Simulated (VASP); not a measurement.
Set up this calculation in VASP 6.6.1, as the native input.

```yaml
Task: single point
Functional: HSE06
Potentials_or_basis: VASP PAW PBE potentials, release 64 (Na_pv, I)
Cutoff: 520 eV
k_mesh: 4 × 4 × 4
Occupations: fermi-dirac, width 0.05 eV
Spin: no spin polarisation
Dipole_correction: no
Grid_for_exact_exchange_PRECFOCK: Normal
Further_INCAR_settings: ALGO = Normal; EDIFF = 1e-07; NBANDS = 14
Share_of_exact_exchange: 0.25
Screening_parameter: 0.2079 1/Å
```

Crystal: NaI (rock salt type).

```xyz
2
Lattice="0.0000 3.2097 3.2097 3.2097 0.0000 3.2097 3.2097 3.2097 0.0000" Properties=species:S:1:pos:R:3 pbc="T T T"
Na    0.0000    0.0000    0.0000
I     3.2097    3.2097    3.2097
```

One way to write it, as run:

POSCAR

```
NaI
1.0
    0.0000000000      3.2096503242      3.2096503242
    3.2096503242      0.0000000000      3.2096503242
    3.2096503242      3.2096503242      0.0000000000
Na I
1 1
Direct
    0.0000000000      0.0000000000      0.0000000000
    0.5000000000      0.5000000000      0.5000000000
```

INCAR.step1

```
SYSTEM = NaI
PREC = Accurate ; ENCUT = 520
EDIFF = 1E-5 ; ISMEAR = -1
SIGMA = 0.05 ; LREAL = .FALSE.
LASPH = .TRUE. ; NELM = 60
ALGO = Normal ; ISIF = 2
LWAVE = .TRUE. ; LCHARG = .FALSE.
GGA = PE ; NBANDS = 14
```

INCAR.step2

```
SYSTEM = NaI
PREC = Accurate ; ENCUT = 520
EDIFF = 1E-7 ; ISMEAR = -1
SIGMA = 0.05 ; LREAL = .FALSE.
LASPH = .TRUE. ; NELM = 60
ALGO = Normal ; ISIF = 2
LWAVE = .FALSE. ; LCHARG = .FALSE.
GGA = PE ; LHFCALC = .TRUE.
HFSCREEN = 0.2079 ; PRECFOCK = Normal
ISTART = 1 ; NBANDS = 14
```

KPOINTS

```
Automatic mesh
0
G
  4 4 4
  0 0 0
```

Potentials or basis: VASP PAW PBE potentials, release 64 (Na_pv, I).

Launch:

```sh
$ cat potpaw_PBE.64/Na_pv/POTCAR potpaw_PBE.64/I/POTCAR > POTCAR
$ cp INCAR.step1 INCAR
$ mpirun -np 1 vasp_std > vasp.out
$ cp INCAR.step2 INCAR
$ mpirun -np 1 vasp_std > vasp.out
```

It gave:

```
Pressure               : 0.6 GPa
Band gap on the k mesh : 4.73 eV
```

Caveat: the k points lie up to 0.42 Å⁻¹ apart; the PAW data sets were made with another functional, which shifts forces and pressure a little; spin-orbit coupling is left out, which moves the levels of the heavy elements.

Wall time 3.8 min on 1 thread of Intel(R) Xeon(R) 6975P-C (Granite Rapids), with other jobs on the host, peak memory 0.31 GiB.
